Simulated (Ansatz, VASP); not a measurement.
## Li4Ru in VASP and in Ansatz

INCAR

```
  PREC = Accurate
  ENCUT = 750
  EDIFF = 1E-6
  ISMEAR = 0
  SIGMA = 0.1
  LREAL = F
  LASPH = T
  NELM = 120
  ALGO = Normal
  ISIF = 2
  LWAVE = F
  LCHARG = F
  GGA = PE
  NBANDS = 22
  GGA_COMPAT = F
```

The input KPOINTS:

```
Automatic mesh
0
Gamma
  6 6 6
```

File POSCAR:

```
Li4Ru
1.0
   -2.6374122700      2.6374122700      2.6374122700
    2.6374122700     -2.6374122700      2.6374122700
    2.6374122700      2.6374122700     -2.6374122700
Li Ru
4 1
Direct
    0.3495999900      0.3495999900      0.3495999900
    0.6504000100      0.0000000000      0.0000000000
    0.0000000000      0.0000000000      0.6504000100
    0.0000000000      0.6504000100      0.0000000000
    0.0000000000      0.0000000000      0.0000000000
```

Input for Ansatz:

```yaml
crystal:
  lattice:
    - [-2.63741227, 2.63741227, 2.63741227]
    - [2.63741227, -2.63741227, 2.63741227]
    - [2.63741227, 2.63741227, -2.63741227]
  atoms:
    - { symbol: Li, position: [0.34959999, 0.34959999, 0.34959999] }
    - { symbol: Li, position: [0.65040001, 0.0, 0.0] }
    - { symbol: Li, position: [0.0, 0.0, 0.65040001] }
    - { symbol: Li, position: [0.0, 0.65040001, 0.0] }
    - { symbol: Ru, position: [0.0, 0.0, 0.0] }
basis:
  ecutwfc: 420
kpoints:
  mp_grid: { grid: [6, 6, 6] }
hamiltonian:
  xc: pbe
scf:
  occupations: { method: gaussian, width: 0.1 }
  lower_state_search: "off"
output:
  forces: true
  stress: true
  eigenvalues: true
```

Change from the starting cell: species swapped into the GeF4 type (I-43m, No. 217).

Alike in both runs: task single point; functional PBE; k mesh 6 × 6 × 6; occupations gaussian, width 0.1 eV; no spin polarisation.

|  | VASP | Ansatz |
| --- | --- | --- |
| version | VASP 6.6.1 | Ansatz 0.2.0 |
| potentials or method | VASP PAW PBE potentials, release 64 (Li_sv, Ru_sv), cutoff 750 eV | scalar-relativistic, plane waves, PAW |
| valence electrons in the cell | 28 | 28 |

Ansatz gave:

| Quantity | Value |
| --- | --- |
| gap on the k mesh at the Fermi level (eV) | none |
| rms of the force components (eV/Å) | 4.743 |

What did VASP give for the same quantities?

gap on the k mesh at the Fermi level (eV): none; rms of the force components (eV/Å): 5.064.

Atom by atom the forces differ by 0.321 eV/Å (rms over components). A gap of «none» marks a metal or a gap that the smearing closes.
